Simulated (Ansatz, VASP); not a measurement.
Two plane-wave programs on AlN

Contents of INCAR:

```
PREC = Accurate ; ENCUT = 520
EDIFF = 1E-7 ; ISMEAR = 0
SIGMA = 0.01 ; LREAL = False
LASPH = True ; NELM = 80
ALGO = Normal ; ISIF = 2
LWAVE = False ; LCHARG = True
GGA = PE ; LELF = True
LVHAR = True ; NBANDS = 11
```

File KPOINTS:

```
Automatic mesh
0
Gamma
  8 8 8
```

File POSCAR:

```
AlN
1.0
    0.0000000000      2.2015394246      2.2015394246
    2.2015394246      0.0000000000      2.2015394246
    2.2015394246      2.2015394246      0.0000000000
Al N
1 1
Direct
    0.0000000000      0.0000000000      0.0000000000
    0.2500000000      0.2500000000      0.2500000000
```

Input for Ansatz:

```yaml
crystal:
  lattice:
    - [0.0, 2.2015394246, 2.2015394246]
    - [2.2015394246, 0.0, 2.2015394246]
    - [2.2015394246, 2.2015394246, 0.0]
  atoms:
    - { symbol: Al, position: [0.0, 0.0, 0.0] }
    - { symbol: "N", position: [0.25, 0.25, 0.25] }
kpoints:
  mp_grid: { grid: [8, 8, 8] }
hamiltonian:
  xc: pbe
scf:
  occupations: { method: fixed }
  n_extra_bands: 4
output:
  forces: true
  stress: true
  eigenvalues: true
```

Alike in both runs: task single point; functional PBE; k mesh 8 × 8 × 8; no spin polarisation.

|  | VASP | Ansatz |
| --- | --- | --- |
| version | VASP 6.6.1 | Ansatz 0.2.0 |
| potentials or method | VASP PAW PBE potentials, release 64 (Al, N) | plane waves, PAW |
| plane-wave cutoff (eV) | 520 | 420 |
| occupations | gaussian, width 0.01 eV | fixed |
| valence electrons in the cell | 8 | 8 |

```csv
,VASP,Ansatz,Ansatz less VASP
gap on the k mesh at the Fermi level (eV),3.31,3.31,+0.007
pressure (GPa),-0.3,0.0,+0.28
```
